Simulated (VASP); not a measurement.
A run of VASP 6.6.1 is set up as follows.

The input INCAR:

```
PREC = Accurate
ENCUT = 400
EDIFF = 1E-8
ISMEAR = -1
SIGMA = 0.03
LREAL = False
LASPH = True
NELM = 200
ALGO = Normal
ISIF = 2
LWAVE = False
LCHARG = False
MAGMOM = 0 0 0 0 0 0
LORBIT = 11
LSORBIT = True
GGA_COMPAT = False
LORBMOM = True
LMAXMIX = 4
GGA = PE
LEFG = True
NBANDS = 34
```

The input KPOINTS:

```
Automatic mesh
0
Gamma
  14 14 8
```

The input POSCAR:

```
Au
1.0
    2.8999984104      0.0000000000      0.0000000000
   -1.4499992052      2.5114722944      0.0000000000
    0.0000000000      0.0000000000      4.8800000000
Au
2
Direct
    0.3333333333      0.6666666667      0.7500000000
    0.6666666667      0.3333333333      0.2500000000
```

Potentials or basis: VASP PAW PBE potentials, release 64 (Au).

Launch:

```bash
$ cat potpaw_PBE.64/Au/POTCAR > POTCAR
$ mpirun -np 1 vasp_ncl > vasp.out
```

Question: What does it give for the pressure?

Answer: 0.5 GPa.

Question: Estimate the net moment.

Answer: 0.00 μB per cell.

Electric field gradients, principal values (V/Å²):
| atom | least | middle | greatest (by size) |
| --- | --- | --- | --- |
| 1 Au | -13.307 | -13.308 | 26.616 |
| 2 Au | -13.307 | -13.308 | 26.616 |

Caveat: without QUAD_EFG the Cq values of the log hold for a quadrupole moment of 1 mb, not for the nuclei.
